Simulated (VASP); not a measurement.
# Sn (I4_1/amd) in VASP: further runs

Runs on Sn. Level: PBE+D3(BJ). Tasks: relaxation of shape and atoms at fixed volume.

All numbers are computed with VASP 6.6.1; they aren't measurements. Logs are shortened: lines on timing, memory, paths and dates and some standing lists are left out, and cuts for length are marked.

## Step 1: The cell of the first run

Symmetry: I4_1/amd, No. 141, tetragonal system. Conventional cell: a = 5.804 Å, b = 5.804 Å, c = 3.133 Å, α = 90.00°, β = 90.00°, γ = 90.00°. Sn (site symmetry -4m2) has 10 Sn at 3.01 to 3.73 Å within 4.0 Å.

## Step 2: Relaxation of shape and atoms at fixed volume, PBE+D3(BJ) (volume scaled by 0.97)

The input, INCAR:

```
  PREC = Accurate
  ENCUT = 500
  EDIFF = 1E-7
  ISMEAR = 0
  SIGMA = 0.1
  LREAL = False
  LASPH = True
  NELM = 120
  ALGO = Normal
  ISIF = 4
  LWAVE = False
  LCHARG = False
  GGA = PE
  IVDW = 12
  IBRION = 2
  NSW = 50
  EDIFFG = -0.01
  GGA_COMPAT = False
  NELMIN = 4
```

The input, KPOINTS:

```
Automatic mesh
0
Gamma
  16 16 16
```

The input, POSCAR:

```
Sn
1.0
   -2.9018802023      2.9018802023      1.5663586317
    2.9018802023     -2.9018802023      1.5663586317
    2.9018802023      2.9018802023     -1.5663586317
Sn
2
Direct
    0.0000000000      0.0000000000      0.0000000000
    0.7500000000      0.2500000000      0.5000000000
```

Potentials or basis: VASP PAW PBE potentials, release 64 (Sn_d).

On the command line:

```
$ cat potpaw_PBE.64/Sn_d/POTCAR > POTCAR
$ mpirun -np 1 vasp_std > vasp.out
```

OUTCAR:

```text
PREC = Accurate
   ENCUT = 500
   EDIFF = 1E-7
   ISMEAR = 0
   LREAL = False
   LASPH = True
   NELM = 120
   ISIF = 4
   GGA = PE
   IVDW = 12
   IBRION = 2
   NSW = 50
   EDIFFG = -0.01
   NELMIN = 4
 IVDW          = 12

 ion  position               nearest neighbor table
   1  0.000  0.000  0.000-   2 3.01   2 3.01   2 3.01   2 3.01   2 3.73   2 3.73   2 3.73   2 3.73

   2  0.750  0.250  0.500-   1 3.01   1 3.01   1 3.01   1 3.01   1 3.73   1 3.73   1 3.73   1 3.73

  LATTYP: Found a body centered tetragonal cell.
 ALAT       =     5.8037604046
 C/A-ratio  =     0.5397737062

  Lattice vectors:

 A1 = (  -2.9018802023,   2.9018802023,   1.5663586317)
 A2 = (   2.9018802023,  -2.9018802023,   1.5663586317)
 A3 = (   2.9018802023,   2.9018802023,  -1.5663586317)

Analysis of symmetry for initial positions (statically):
=====================================================================
 Subroutine PRICEL returns:
 Original cell was already a primitive cell.

 Routine SETGRP: Setting up the symmetry group for a
 body centered tetragonal supercell.

 Subroutine GETGRP returns: Found 16 space group operations
 (whereof  8 operations were pure point group operations)
 out of a pool of 16 trial point group operations.

The static configuration has the point symmetry D_2d.
 The point group associated with its full space group is D_4h.

Analysis of symmetry for dynamics (positions and initial velocities):
=====================================================================
 Subroutine PRICEL returns:
 Original cell was already a primitive cell.

 Routine SETGRP: Setting up the symmetry group for a
 body centered tetragonal supercell.

 Subroutine GETGRP returns: Found 16 space group operations
 (whereof  8 operations were pure point group operations)
 out of a pool of 16 trial point group operations.

The dynamic configuration has the point symmetry D_2d.
 The point group associated with its full space group is D_4h.

 Subroutine INISYM returns: Found 16 space group operations
 (whereof  8 operations are pure point group operations),
 and found     1 'primitive' translations

----------------------------------------------------------------------------------------

                                     Primitive cell

  volume of cell :      52.7607

  direct lattice vectors                    reciprocal lattice vectors
    -2.901880202  2.901880202  1.566358632     0.000000000  0.172302082  0.319211699
     2.901880202 -2.901880202  1.566358632     0.172302082  0.000000000  0.319211699
     2.901880202  2.901880202 -1.566358632     0.172302082  0.172302082  0.000000000

  length of vectors
     4.392641208  4.392641208  4.392641208     0.362745250  0.362745250  0.243671941

  position of ions in fractional coordinates (direct lattice)
     0.000000000  0.000000000  0.000000000
     0.750000000  0.250000000  0.500000000

  ion indices of the primitive-cell ions
   primitive index   ion index
                 1           1
                 2           2

----------------------------------------------------------------------------------------

 KPOINTS: Automatic mesh

Automatic generation of k-mesh.
 Grid dimensions read from file:
 generate k-points for:   16   16   16

 Generating k-lattice:

  Cartesian coordinates                     Fractional coordinates (reciprocal lattice)
     0.000000000  0.010768880  0.019950731     0.062500000  0.000000000 -0.000000000
     0.010768880  0.000000000  0.019950731     0.000000000  0.062500000 -0.000000000
     0.010768880  0.010768880  0.000000000     0.000000000  0.000000000  0.062500000

  Length of vectors
     0.022671578  0.022671578  0.015229496

  Shift w.r.t. Gamma in fractional coordinates (k-lattice)
     0.000000000  0.000000000  0.000000000

 Subroutine IBZKPT returns following result:
 ===========================================

 Found    349 irreducible k-points:

 Following reciprocal coordinates:
            Coordinates               Weight
  0.000000  0.000000  0.000000      1.000000
  0.062500  0.000000 -0.000000      8.000000
  0.125000  0.000000 -0.000000      8.000000
  0.187500  0.000000 -0.000000      8.000000
  0.250000  0.000000 -0.000000      8.000000
  0.312500  0.000000  0.000000      8.000000
[... 16 lines left out ...]
 -0.125000  0.062500  0.000000     16.000000
 -0.062500  0.062500  0.000000      4.000000
 [... further k-points ...]
   k-points           NKPTS =    349   k-points in BZ     NKDIM =    349   number of bands    NBANDS=     18
   number of dos      NEDOS =    301   number of ions     NIONS =      2
   total plane-waves  NPLWV =  32768
   dimension x,y,z NGX =    32 NGY =   32 NGZ =   32
   dimension x,y,z NGXF=    64 NGYF=   64 NGZF=   64
   ions per type =               2
   NGX,Y,Z   is equivalent  to a cutoff of  12.11, 12.11, 12.11 a.u.
   NGXF,Y,Z  is equivalent  to a cutoff of  24.22, 24.22, 24.22 a.u.
 SYSTEM =  unknown system
   PREC   = accura    normal or accurate (medium, high low for compatibility)
   ISTART =      0    job   : 0-new  1-cont  2-samecut
   ICHARG =      2    charge: 1-file 2-atom 10-const
   ISPIN  =      1    spin polarized calculation?
   LNONCOLLINEAR =      F non collinear calculations
   LSORBIT =      F    spin-orbit coupling
   LASPH  =      T    aspherical Exc in radial PAW
   ENCUT  =  500.0 eV  36.75 Ry    6.06 a.u.   8.01  8.01  8.01*2*pi/ulx,y,z
   NELM   =    120;   NELMIN=  4; NELMDL= -5     # of ELM steps
   EDIFF  = 0.1E-06   stopping-criterion for ELM
   LREAL  =      F    real-space projection
   EDIFFG = -.1E-01   stopping-criterion for IOM
   NSW    =     50    number of steps for IOM
   IBRION =      2    ionic relax: 0-MD 1-quasi-New 2-CG
   NFREE  =      1    steps in history (QN), initial steepest desc. (CG)
   ISIF   =      4    stress and relaxation
   ISYM   =      2    0-nonsym 1-usesym 2-fastsym
   POTIM  = 0.5000    time-step for ionic-motion
   TEBEG  =    0.0;   TEEND  =   0.0 temperature during run
   PSTRESS=    0.0 pullay stress
   NELECT =      28.0000    total number of electrons
   NUPDOWN=      -1.0000    fix difference up-down
   EMIN   =  10.00;   EMAX   =-10.00  energy-range for DOS
   EFERMI =   0.00;   METHOD = LEGACY
   ISMEAR =     0;   SIGMA  =   0.10  broadening in eV -4-tet -1-fermi 0-gaus
   EFERMI_NEDOS =   21; number of points for ismear=-14 and -15
   IALGO  =     38    algorithm
   IMIX   =      4    mixing-type and parameters
     AMIX     =   0.40;   BMIX     =  1.00
     AMIX_MAG =   1.60;   BMIX_MAG =  1.00
  volume/ion in A,a.u.               =      26.38       178.02
  Fermi-wavevector in a.u.,A,eV,Ry     =   1.325432  2.504703 23.902307  1.756770
  Thomas-Fermi vector in A             =   2.454893
   LORBIT       =      0    0 simple, 1 ext, 2 COOP (PROOUT), +10 PAW based schemes
   GGA     = PE    functional components
   LHFCALC =     F    Hartree Fock is set to
   AEXX    =    0.0000 exact exchange contribution
   IVDW    =    12    specifies the selected vdW correction
   LEPSILON=     F    determine dielectric tensor
   LRPA    =     F    only Hartree local field effects (RPA)
 conjugate gradient relaxation of ions
 non-spin polarized calculation
 Gauss-broadening in eV      SIGMA  =   0.10
  energy-cutoff  :      500.00
  volume of cell :       52.76
 maximum number of plane-waves:      1362
   NGX = 17   NGY = 17   NGZ = 17

 number of electron      28.0000003 magnetization

 Free energy of the ion-electron system (eV)
  ---------------------------------------------------
  ext. energy  EPLUGINS =         0.00000000
  ---------------------------------------------------
  free energy    TOTEN  =        -7.56671905 eV

  energy without entropy =       -7.56227350  energy(sigma->0) =       -7.56449628

 E-fermi :   8.3455     XC(G=0): -10.4392

 val. band max:        8.3425561098   @ k =  -0.1250   0.1250   0.1250
 cond. band min:       8.3583187306   @ k =   0.1875   0.0625  -0.0000
 fundamental gap:      0.0157626208
 Fermi energy:         8.3455067313

 k-point     1 :       0.0000    0.0000    0.0000
  band No.  band energies     occupation
      1     -13.3681      2.00000
      2     -13.2871      2.00000
      3     -13.2347      2.00000
      4     -13.2298      2.00000
      5     -13.0544      2.00000
      6     -13.0544      2.00000
[... 10 lines left out ...]
     17      14.6228      0.00000
     18      15.5668      0.00000

 k-point     2 :       0.0625    0.0000   -0.0000
  band No.  band energies     occupation
      1     -13.3655      2.00000
      2     -13.2778      2.00000
      3     -13.2316      2.00000
      4     -13.2189      2.00000
      5     -13.0615      2.00000
      6     -13.0609      2.00000
[... 10 lines left out ...]
     17      14.6349      0.00000
     18      14.8393      0.00000

 k-point     3 :       0.1250    0.0000   -0.0000
  band No.  band energies     occupation
      1     -13.3575      2.00000
      2     -13.2523      2.00000
      3     -13.2226      2.00000
      4     -13.1898      2.00000
      5     -13.0779      2.00000
      6     -13.0719      2.00000
[... 10 lines left out ...]
     17      13.4036      0.00000
     18      13.9989      0.00000

 k-point     4 :       0.1875    0.0000   -0.0000
  band No.  band energies     occupation
      1     -13.3446      2.00000
      2     -13.2174      2.00000
      3     -13.2092      2.00000
      4     -13.1557      2.00000
      5     -13.0987      2.00000
      6     -13.0754      2.00000
[... 375 lines left out ...]
      4     -13.1977      2.00000
      5     -13.0772      2.00000
      6     -13.0652      2.00000
[... 10 lines left out ...]
     17      13.2223      0.00000
     18      13.6154      0.00000

 k-point    23 :      -0.1250    0.0625    0.0000
  band No.  band energies     occupation
      1     -13.3587      2.00000
      2     -13.2790      2.00000
      3     -13.2260      2.00000
      4     -13.2231      2.00000
      5     -13.0630      2.00000
      6     -13.0571      2.00000
[... 10 lines left out ...]
     17      14.3759      0.00000
     18      14.6959      0.00000

 k-point    24 :      -0.0625    0.0625    0.0000
  band No.  band energies     occupation
      1     -13.3646      2.00000
      2     -13.2876      2.00000
      3     -13.2321      2.00000
      4     -13.2316      2.00000
      5     -13.0561      2.00000
      6     -13.0526      2.00000
[... 10 lines left out ...]
     17      14.4052      0.00000
     18      15.5720      0.00000

 [... further k-points ...]

------------------------ aborting loop because EDIFF is reached ----------------------------------------

 Edisp (eV)   -0.80148

 E8    (eV) :    -0.3872

  FORCE on cell =-STRESS in cart. coord.  units (eV):
  Direction    XX          YY          ZZ          XY          YZ          ZX
  --------------------------------------------------------------------------------------
  -------------------------------------------------------------------------------------
  Total       0.56752     0.56752     0.55583     0.00000    -0.00000     0.00000
  in kB      17.23371    17.23371    16.87884     0.00000    -0.00000     0.00000
  external pressure =       17.12 kB  Pullay stress =        0.00 kB

 VOLUME and BASIS-vectors are now :
 -----------------------------------------------------------------------------
  energy-cutoff  :      500.00
  volume of cell :       52.76
      direct lattice vectors                 reciprocal lattice vectors
    -2.901880202  2.901880202  1.566358632     0.000000000  0.172302082  0.319211699
     2.901880202 -2.901880202  1.566358632     0.172302082  0.000000000  0.319211699
     2.901880202  2.901880202 -1.566358632     0.172302082  0.172302082  0.000000000

 POSITION                                       TOTAL-FORCE (eV/Angst)
 -----------------------------------------------------------------------------------
      0.00000      0.00000      0.00000        -0.000000      0.000000     -0.000000
     -0.00000      2.90188      0.78318         0.000000     -0.000000      0.000000
 -----------------------------------------------------------------------------------
    total drift:                                0.000000     -0.000000      0.000000

  FREE ENERGIE OF THE ION-ELECTRON SYSTEM (eV)
  ---------------------------------------------------
  free  energy   TOTEN  =        -8.3681947377 eV

  energy  without entropy=       -8.3637491895  energy(sigma->0) =       -8.36597196

 reached required accuracy - stopping structural energy minimisation
```

Run time: 3.8 min. Hardware: 1 thread of Intel Xeon Platinum 8259CL at 2.50GHz (Skylake/Cascade Lake), shared host; peak memory 0.38 GiB.

What came out:

```yaml
Free_energy: -8.3682 eV
Pressure_after_relaxing: 1.7 GPa
Band_gap_on_the_k_mesh: zero (band 14 reaches 10.00 eV, above the bottom of band 15 at 5.57 eV)
Dispersion_energy_per_atom: -0.401 eV
```

Final structure:
```
Sn
1.0
    -2.90188    2.90188    1.56636
     2.90188   -2.90188    1.56636
     2.90188    2.90188   -1.56636
Sn
2
Direct
  0.00000 0.00000 0.00000
  0.75000 0.25000 0.50000
```

Caveat: the relaxation stopped at its first step, so nothing moved; spin-orbit coupling is left out, which moves the levels of the heavy elements; pairwise dispersion overbinds metals, which lowers pressure and volume.

## Step 3: Relaxation of shape and atoms at fixed volume, PBE+D3(BJ) (volume scaled by 1.03)

The input, INCAR:

```
SYSTEM = Sn
PREC = Accurate ; ENCUT = 500
EDIFF = 1E-7 ; ISMEAR = 0
SIGMA = 0.1 ; LREAL = .FALSE.
LASPH = .TRUE. ; NELM = 120
ALGO = Normal ; ISIF = 4
LWAVE = .FALSE. ; LCHARG = .FALSE.
GGA = PE ; IVDW = 12
IBRION = 2 ; NSW = 50
EDIFFG = -0.01 ; GGA_COMPAT = .FALSE.
NELMIN = 4
```

The input, KPOINTS:

```
regular mesh
0
G
  16 16 16
  0 0 0
```

The input, POSCAR:

```
Sn
1.0
   -2.9605198436      2.9605198436      1.5980107683
    2.9605198436     -2.9605198436      1.5980107683
    2.9605198436      2.9605198436     -1.5980107683
Sn
2
Direct
    0.0000000000      0.0000000000      0.0000000000
    0.7500000000      0.2500000000      0.5000000000
```

Potentials or basis: VASP PAW PBE potentials, release 64 (Sn_d).

On the command line:

```
$ cat potpaw_PBE.64/Sn_d/POTCAR > POTCAR
$ mpirun -np 1 vasp_std > vasp.out
```

Run time: 5.2 min. Hardware: 1 thread of Intel Xeon Platinum 8259CL at 2.50GHz (Skylake/Cascade Lake), shared host; peak memory 0.41 GiB.

The run converged. Its results:

| Item | Value |
| --- | --- |
| Free energy | -8.3694 eV |
| Pressure after relaxing | -1.5 GPa |
| Band gap on the k mesh | zero (band 14 reaches 9.12 eV, above the bottom of band 15 at 5.04 eV) |
| Dispersion energy per atom | -0.377 eV |

Final structure:
```
CELL_PARAMETERS angstrom
-2.96052 2.96052 1.59801
2.96052 -2.96052 1.59801
2.96052 2.96052 -1.59801
ATOMIC_POSITIONS crystal
Sn 0.00000 0.00000 0.00000
Sn 0.75000 0.25000 0.50000
```

Levels at points of the mesh, in eV from the Fermi level:
```csv
k point,band 12,band 13,band 14,band 15,band 16,band 17
"(0.00, 0.00, 0.00)",-3.82,-1.94,-1.94,2.98,5.99,5.99
"(0.50, 0.00, 0.00)",-5.28,-2.35,-1.67,-1.05,2.28,2.76
"(0.50, 0.50, 0.00)",-8.75,0.55,0.55,1.44,1.44,6.02
"(0.50, 0.50, 0.50)",-7.52,-4.64,-4.64,5.09,5.09,8.96
```

Caveat: the relaxation stopped at its first step, so nothing moved; spin-orbit coupling is left out, which moves the levels of the heavy elements; pairwise dispersion overbinds metals, which lowers pressure and volume.
